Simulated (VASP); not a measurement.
Input of a VASP 6.6.1 run:

Contents of INCAR:

```
SYSTEM = Ta5W3
PREC = Accurate ; ENCUT = 520
EDIFF = 1E-6 ; ISMEAR = 0
SIGMA = 0.1 ; LREAL = Auto
LASPH = .True. ; NELM = 60
ALGO = Fast ; ISIF = 2
LWAVE = .False. ; LCHARG = .True.
GGA = PE ; LELF = .True.
LVHAR = .True. ; NBANDS = 111
ISYM = 0
```

The input KPOINTS:

```
Automatic mesh
0
Gamma
  3 3 3
  0 0 0
```

File POSCAR:

```
Ta5W3
1.0
    6.5320255087      0.0004554246      0.0001238577
    0.0003145811      6.5155445621     -0.0003116575
    0.0001235108     -0.0004734165      6.5321025978
Ta W
10 6
Direct
    0.9962732038      0.9996790061      0.0037317372
    0.5037805474      0.9996838044      0.0037329897
    0.9962732751      0.4996784823      0.0037293487
    0.9962724402     -0.0003195271      0.4962194899
    0.5037815658      0.4996808805      0.0037308864
    0.5037795568     -0.0003147660      0.4962211592
    0.9962714544      0.4996833478      0.4962217060
    0.2500253873      0.2496823187      0.7499759124
    0.5037795306      0.4996857082      0.4962236599
    0.2500271673      0.7496818497      0.7499768611
    0.2500267314      0.2496837722      0.2499756480
    0.7500267356      0.2496823308      0.2499775885
    0.2500264129      0.7496804347      0.2499768253
    0.7500259609      0.7496819136      0.2499753562
    0.7500283908      0.2496806893      0.7499743846
    0.7500247727      0.7496835318      0.7499782801
```

Potentials or basis: VASP PAW PBE potentials, release 64 (Ta_pv, W_sv).

Launch:

```bash
$ cat potpaw_PBE.64/Ta_pv/POTCAR potpaw_PBE.64/W_sv/POTCAR > POTCAR
$ mpirun -np 1 vasp_std > vasp.out
```

(1) What does it give for the largest force?

(2) Predict the pressure.

Answers

(1) 0.023 eV/Å.

(2) 0.3 GPa.
